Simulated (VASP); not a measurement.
SnO2: single point with LDA

The system is SnO2.

```xyz
6
Lattice="3.1700 0.0000 0.0000 -1.5850 2.7453 0.0000 0.0000 0.0000 10.4091" Properties=species:S:1:pos:R:3 pbc="T T T"
Sn    0.0000    0.0000    0.0000
Sn    0.0000    0.0000    5.2046
O     0.0000    1.8302    9.4177
O     0.0000    1.8302    6.1959
O     1.5850    0.9151    0.9914
O     1.5850    0.9151    4.2132
```

```yaml
Program: VASP 6.6.1
Task: single point
Functional: LDA
Potentials_or_basis: VASP PAW LDA potentials, release 64 (Sn_d, O)
Cutoff: 520 eV
k_mesh: 9 × 9 × 3
Occupations: fermi-dirac, width 0.05 eV
Spin: no spin polarisation
Dipole_correction: no
Further_INCAR_settings: ALGO = Normal; EDIFF = 1e-06; NBANDS = 35
```

* Pressure: 0.8 GPa
* Largest force: 0.069 eV/Å
* Band gap on the k mesh: 2.25 eV, indirect (least direct gap 2.77 eV)

Forces on the atoms (eV/Å):
```
Sn   0.000  0.000  0.000
Sn   0.000  0.000  0.000
O    0.000  0.000 -0.069
O    0.000  0.000  0.069
O    0.000  0.000  0.069
O    0.000  0.000 -0.069
```

Stress tensor (GPa, compression positive):
```
1.09 0.00 0.00
0.00 1.09 0.00
0.00 0.00 0.27
```

Levels at points of the mesh, in eV from the valence-band top:
```csv
k point,band 23,band 24,band 25,band 26,band 27,band 28,band 29,band 30
"(0.00, 0.00, 0.00)",-0.94,-0.91,-0.91,-0.51,2.25,3.13,5.49,5.90
```

It took 58 s on 1 thread of Intel(R) Xeon(R) Platinum 8259CL CPU @ 2.50GHz (Skylake/Cascade Lake), on a shared host, peak memory 0.2 GiB.

Caveat: spin-orbit coupling is left out, which moves the levels of the heavy elements. Expect the measured gap to be larger: semilocal functionals such as LDA lack the derivative discontinuity.
